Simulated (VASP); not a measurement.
A run of VASP 6.6.1:

INCAR

```
SYSTEM = GaSb
ALGO     = Normal         ! electronic algorithm
EDIFF    = 1E-6           ! SCF threshold, eV
ENCUT    = 520            ! plane-wave cutoff, eV
GGA      = PE             ! functional
ISIF     = 2              ! what is computed and relaxed
ISMEAR   = 0              ! smearing method
IVDW     = 12             ! dispersion correction
LASPH    = .TRUE.         ! aspherical terms in the spheres
LCHARG   = .FALSE.        ! write CHGCAR
LREAL    = .FALSE.        ! projectors in reciprocal space
LWAVE    = .FALSE.        ! write WAVECAR
NBANDS   = 16             ! bands
NELM     = 80             ! most SCF steps
PREC     = Accurate       ! precision mode
SIGMA    = 0.1            ! smearing width, eV
```

KPOINTS

```
k-points
0
G
  12 12 12
  0 0 0
```

The input POSCAR:

```
GaSb
1.0
    0.0000000000      3.0646299471      3.0646299471
    3.0646299471      0.0000000000      3.0646299471
    3.0646299471      3.0646299471      0.0000000000
Ga Sb
1 1
Direct
    0.0000000000      0.0000000000      0.0000000000
    0.7500000000      0.7500000000      0.7500000000
```

Potentials or basis: VASP PAW PBE potentials, release 64 (Ga_d, Sb).

Run with:

```sh
$ cat potpaw_PBE.64/Ga_d/POTCAR potpaw_PBE.64/Sb/POTCAR > POTCAR
$ mpirun -np 1 vasp_std > vasp.out
```

Hardware: 1 thread of AMD EPYC 9R45 96-Core Processor (Zen 5), with other jobs on the host.

Problem. Estimate the wall time of this run.

Solution. Run time: 25 s on 1 thread of AMD EPYC 9R45 96-Core Processor (Zen 5) (shared host), peak memory 0.2 GiB. Counts: scf iterations 12, k points 72.
